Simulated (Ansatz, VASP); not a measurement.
## Two plane-wave programs on EuSe2

```
Eu Se
1.0
     0.00000    3.49916    3.49916
     3.49916    0.00000    3.49916
     3.49916    3.49916    0.00000
Eu Se
1 2
Direct
  0.00000 0.00000 0.00000
  0.25000 0.25000 0.25000
  0.75000 0.75000 0.75000
```

Alike in both runs: task single point; functional PBE; k mesh 8 × 8 × 8; occupations gaussian, width 0.05 eV; collinear spin.

|  | VASP | Ansatz |
| --- | --- | --- |
| version | VASP 6.6.1 | Ansatz 0.2.0 |
| potentials or method | VASP PAW PBE potentials, release 64 (Eu, Se), cutoff 520 eV | scalar-relativistic, plane waves, PAW |
| valence electrons in the cell | 29 | 49 |

VASP gave:

```
pressure (GPa)                                                : 0.0
net moment per atom (μB)                                      : 2.09
size of the moment on the site where the two differ most (μB) : 6.31
```

Which values does Ansatz return?

Pressure (GPa): 0.0; net moment per atom (μB): 2.09; size of the moment on the site where the two differ most (μB): 6.46.

Site moments also hang on the region over which each program counts them. VASP's potentials hold 29 valence electrons a cell and Ansatz's 49, so a difference there can come from the potentials and not from the codes. Ansatz's warnings: given moment on shells.

Neither program's run includes spin-orbit coupling.
